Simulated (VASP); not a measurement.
A run of VASP 6.6.1 is set up as follows.

Contents of INCAR:

```
ALGO = Normal
EDIFF = 1E-6
ENCUT = 520
GGA = PE
ISIF = 2
ISMEAR = 0
LASPH = T
LCHARG = F
LREAL = F
LWAVE = F
NBANDS = 28
NELM = 60
PREC = Accurate
SIGMA = 0.05
```

File KPOINTS:

```
k-points
0
Gamma
  8 8 8
```

Contents of POSCAR:

```
BaTiO3
1.0
    4.0192318613      0.0000000000      0.0000000000
    0.0000000000      4.0192318613      0.0000000000
    0.0000000000      0.0000000000      4.0192813205
Ba Ti O
1 1 3
Direct
    0.0000000000      0.0000000000      0.0000000000
    0.5000000000      0.5000000000      0.5000000000
    0.5131948119      0.4868051881      0.0000000000
    0.5131948119     -0.0131948119      0.5000000000
    0.0131948119      0.4868051881      0.5000000000
```

Potentials or basis: VASP PAW PBE potentials, release 64 (Ba_sv, Ti_sv, O).

The run is started by

```bash
$ cat potpaw_PBE.64/Ba_sv/POTCAR potpaw_PBE.64/Ti_sv/POTCAR potpaw_PBE.64/O/POTCAR > POTCAR
$ mpirun -np 1 vasp_std > vasp.out
```

Problem. Predict the band gap on the k mesh.

Solution. 1.79 eV (least direct gap 1.99 eV).

Problem. Predict the largest force.

Solution. 0.283 eV/Å.

Problem. What does it give for the pressure?

Solution. 2.1 GPa.

Forces on the atoms (eV/Å):
```
Ba   0.158 -0.158  0.000
Ti  -0.200  0.200  0.000
O   -0.087  0.087  0.000
O   -0.087 -0.216  0.000
O    0.216  0.087  0.000
```

Caveat: the cell differs from its parent crystal (all O atoms moved +0.075 Å, as atom 3 along Cartesian [1 -1 0]); spin-orbit coupling is left out, which moves the levels of the heavy elements. A k mesh can miss the band edges.
